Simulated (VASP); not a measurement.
# C in VASP: single point with PBEsol

Aim: the single point of C with PBEsol.

Program: VASP 6.6.1. These are calculated values, not measurements. Logs are shortened: lines on timing, memory, paths and dates and some standing lists are left out, and cuts for length are marked.

## Step 1: The cell of the first run

The cell holds a slab with vacuum, 8 atoms: a = 2.459 Å, b = 2.459 Å, c = 25.795 Å, α = 90.00°, β = 90.00°, γ = 120.00°.

## Step 2: Single point, PBEsol

INCAR

```
PREC     = Accurate       # precision mode
ENCUT    = 520            # plane-wave cutoff, eV
EDIFF    = 1E-6           # SCF threshold, eV
ISMEAR   = 0              # smearing method
SIGMA    = 0.05           # smearing width, eV
LREAL    = F              # projectors in reciprocal space
LASPH    = T              # aspherical terms in the spheres
NELM     = 80             # most SCF steps
ALGO     = Normal         # electronic algorithm
ISIF     = 2              # what is computed and relaxed
LWAVE    = F              # write WAVECAR
LCHARG   = T              # write CHGCAR
LDIPOL   = T            
IDIPOL   = 3            
DIPOL    = 0.5 0.5 0.500
GGA      = PS             # functional
LELF     = T              # ELF
LVHAR    = T            
LVACPOTAV= T            
NBANDS   = 26             # bands
```

KPOINTS

```
regular mesh
0
Gamma
  15 15 1
```

POSCAR

```
C
1.0
    2.4589102515      0.0000000000      0.0000000000
   -1.2294551258      2.1294787434      0.0000000000
    0.0000000000      0.0000000000     25.7948886739
C
8
Direct
    0.6666666667      0.3333333333      0.2907552769
    0.3333333333      0.6666666667      0.2907779282
    0.3333333333      0.6666666667      0.4302442085
    0.0000000000      0.0000000000      0.4302668598
    0.0000000000      0.0000000000      0.5697331402
    0.6666666667      0.3333333333      0.5697557915
    0.6666666667      0.3333333333      0.7092220718
    0.3333333333      0.6666666667      0.7092447231
```

Potentials or basis: VASP PAW PBE potentials, release 64 (C).

Started as:

```sh
$ cat potpaw_PBE.64/C/POTCAR > POTCAR
$ mpirun -np 1 vasp_std > vasp.out
```

OUTCAR:

```text
PREC = Accurate
   ENCUT = 520
   EDIFF = 1E-6
   ISMEAR = 0
   LREAL = F
   LASPH = T
   NELM = 80
   ISIF = 2
   GGA = PS

 ion  position               nearest neighbor table
   1  0.667  0.333  0.291-   2 1.42   2 1.42   2 1.42
   2  0.333  0.667  0.291-   1 1.42   1 1.42   1 1.42
   3  0.333  0.667  0.430-   4 1.42   4 1.42   4 1.42
   4  0.000  0.000  0.430-   3 1.42   3 1.42   3 1.42
   5  0.000  0.000  0.570-   6 1.42   6 1.42   6 1.42
   6  0.667  0.333  0.570-   5 1.42   5 1.42   5 1.42
   7  0.667  0.333  0.709-   8 1.42   8 1.42   8 1.42
   8  0.333  0.667  0.709-   7 1.42   7 1.42   7 1.42

  LATTYP: Found a hexagonal cell.
 ALAT       =     2.4589102515
 C/A-ratio  =    10.4903742047

  Lattice vectors:

 A1 = (   2.4589102515,   0.0000000000,   0.0000000000)
 A2 = (  -1.2294551258,   2.1294787434,   0.0000000000)
 A3 = (   0.0000000000,   0.0000000000,  25.7948886739)

Analysis of symmetry for initial positions (statically):
=====================================================================
 Subroutine PRICEL returns:
 Original cell was already a primitive cell.

 Routine SETGRP: Setting up the symmetry group for a
 hexagonal supercell.

 Subroutine GETGRP returns: Found 12 space group operations
 (whereof 12 operations were pure point group operations)
 out of a pool of 24 trial point group operations.

The static configuration has the point symmetry D_3d.

Analysis of symmetry for dynamics (positions and initial velocities):
=====================================================================
 Subroutine PRICEL returns:
 Original cell was already a primitive cell.

 Routine SETGRP: Setting up the symmetry group for a
 hexagonal supercell.

 Subroutine GETGRP returns: Found 12 space group operations
 (whereof 12 operations were pure point group operations)
 out of a pool of 24 trial point group operations.

The dynamic configuration has the point symmetry D_3d.

 Subroutine INISYM returns: Found 12 space group operations
 (whereof 12 operations are pure point group operations),
 and found     1 'primitive' translations

----------------------------------------------------------------------------------------

                                     Primitive cell

  volume of cell :     135.0671

  direct lattice vectors                    reciprocal lattice vectors
[... 101 lines left out ...]
   EDIFFG = 0.1E-04   stopping-criterion for IOM
   NSW    =      0    number of steps for IOM
   IBRION =     -1    ionic relax: 0-MD 1-quasi-New 2-CG
   NFREE  =      0    steps in history (QN), initial steepest desc. (CG)
   ISIF   =      2    stress and relaxation
   ISYM   =      2    0-nonsym 1-usesym 2-fastsym
   POTIM  = 0.5000    time-step for ionic-motion
   TEBEG  =    0.0;   TEEND  =   0.0 temperature during run
   PSTRESS=    0.0 pullay stress
   NELECT =      32.0000    total number of electrons
   NUPDOWN=      -1.0000    fix difference up-down
   EMIN   =  10.00;   EMAX   =-10.00  energy-range for DOS
   EFERMI =   0.00;   METHOD = LEGACY
   ISMEAR =     0;   SIGMA  =   0.05  broadening in eV -4-tet -1-fermi 0-gaus
   EFERMI_NEDOS =   21; number of points for ismear=-14 and -15
   IALGO  =     38    algorithm
   IMIX   =      4    mixing-type and parameters
     AMIX     =   0.40;   BMIX     =  1.00
     AMIX_MAG =   1.60;   BMIX_MAG =  1.00
  volume/ion in A,a.u.               =      16.88       113.93
  Fermi-wavevector in a.u.,A,eV,Ry     =   1.012997  1.914287 13.961802  1.026163
  Thomas-Fermi vector in A             =   2.146140
   LORBIT       =      0    0 simple, 1 ext, 2 COOP (PROOUT), +10 PAW based schemes
   GGA     = PS    functional components
   LHFCALC =     F    Hartree Fock is set to
   AEXX    =    0.0000 exact exchange contribution
   IVDW    =     0    specifies the selected vdW correction
   LEPSILON=     F    determine dielectric tensor
   LRPA    =     F    only Hartree local field effects (RPA)
 non-spin polarized calculation
 Gauss-broadening in eV      SIGMA  =   0.05
  energy-cutoff  :      520.00
  volume of cell :      135.07
 maximum number of plane-waves:      3700
   NGX =  9   NGY =  9   NGZ = 95

 number of electron      31.9999991 magnetization

 dipolmoment           0.000000      0.000000     -0.000000 electrons x Angstroem

 Free energy of the ion-electron system (eV)
  ---------------------------------------------------
  ext. energy  EPLUGINS =         0.00000000
  ---------------------------------------------------
  free energy    TOTEN  =       -77.15102394 eV

  energy without entropy =      -77.15052244  energy(sigma->0) =      -77.15077319

 E-fermi :   0.3601     XC(G=0):  -5.8806

 val. band max:        0.3601100482   @ k =   0.3333   0.3333   0.0000
 cond. band min:       0.5819753091   @ k =   0.3333   0.3333   0.0000
 fundamental gap:      0.2218652609
 Fermi energy:         0.3601100483

 k-point     1 :       0.0000    0.0000    0.0000
  band No.  band energies     occupation
      1     -19.2515      2.00000
      2     -19.2102      2.00000
      3     -19.1559      2.00000
      4     -19.1093      2.00000
      5      -7.8840      2.00000
      6      -7.5638      2.00000
[... 685 lines left out ...]
     25      11.3959      0.00000
     26      11.5350      0.00000

 [... further k-points ...]
[... 5 lines left out ...]
  --------------------------------------------------------------------------------------
  -------------------------------------------------------------------------------------
  Total        0.4596949      0.4596949     -0.0406738     -0.0000000      0.0000000     -0.0000000
  in kB        5.4529391      5.4529391     -0.4824761     -0.0000000      0.0000000     -0.0000000
  external PRESSURE =       3.4744674 kB  Pullay stress =       0.0000000 kB

 VOLUME and BASIS-vectors are now :
 -----------------------------------------------------------------------------
  energy-cutoff  :      520.00
  volume of cell :      135.07
      direct lattice vectors                 reciprocal lattice vectors
     2.458910251  0.000000000  0.000000000     0.406684221  0.234799244  0.000000000
    -1.229455126  2.129478743  0.000000000     0.000000000  0.469598489  0.000000000
     0.000000000  0.000000000 25.794888674     0.000000000  0.000000000  0.038767370

 POSITION                                       TOTAL-FORCE (eV/Angst)
 -----------------------------------------------------------------------------------
      1.22946      0.70983      7.50000        -0.000000      0.000000      0.004021
     -0.00000      1.41965      7.50058        -0.000000      0.000000     -0.003982
     -0.00000      1.41965     11.09810        -0.000000     -0.000000     -0.001885
      0.00000      0.00000     11.09869        -0.000000      0.000000      0.001909
      0.00000      0.00000     14.69620        -0.000000      0.000000     -0.001909
      1.22946      0.70983     14.69679         0.000000      0.000000      0.001885
      1.22946      0.70983     18.29430         0.000000     -0.000000      0.003982
     -0.00000      1.41965     18.29489         0.000000      0.000000     -0.004021
 -----------------------------------------------------------------------------------
    total drift:                                0.000000      0.000000      0.000000

  FREE ENERGIE OF THE ION-ELECTRON SYSTEM (eV)
  ---------------------------------------------------
  free  energy   TOTEN  =       -77.1510239381 eV

  energy  without entropy=      -77.1505224362  energy(sigma->0) =      -77.15077319

 vacuum level on the upper side and lower side of the slab         4.677         4.677
```

stdout:

```text
POSCAR found type information on POSCAR C
 POSCAR found :  1 types and       8 ions
 scaLAPACK will be used
 -----------------------------------------------------------------------------
[... 23 lines left out ...]
|     Did not find any points to average over, which means that no vacuum     |
|     field-free region was found. Please increase the size of  your cell     |
|     in the dimension of the dipole correction to obtain accurate            |
|     workfunction values.                                                    |
|                                                                             |
 -----------------------------------------------------------------------------
```

Wall time 2 min (1 thread of Intel Xeon Platinum 8175M at 2.50GHz (Skylake/Cascade Lake), shared host); peak memory 0.25 GiB.

What came out:

| Property | Result |
| --- | --- |
| Free energy | -77.1510 eV |
| Largest force | 0.004 eV/Å |
| Band gap on the k mesh | zero (filled and empty bands touch) |

Forces on the atoms (eV/Å):
```
C    0.000  0.000  0.004
C    0.000  0.000 -0.004
C    0.000  0.000 -0.002
C    0.000  0.000  0.002
C    0.000  0.000 -0.002
C    0.000  0.000  0.002
C    0.000  0.000  0.004
C    0.000  0.000 -0.004
```

Caveat: the PAW data sets were made with another functional, which shifts forces and pressure a little.
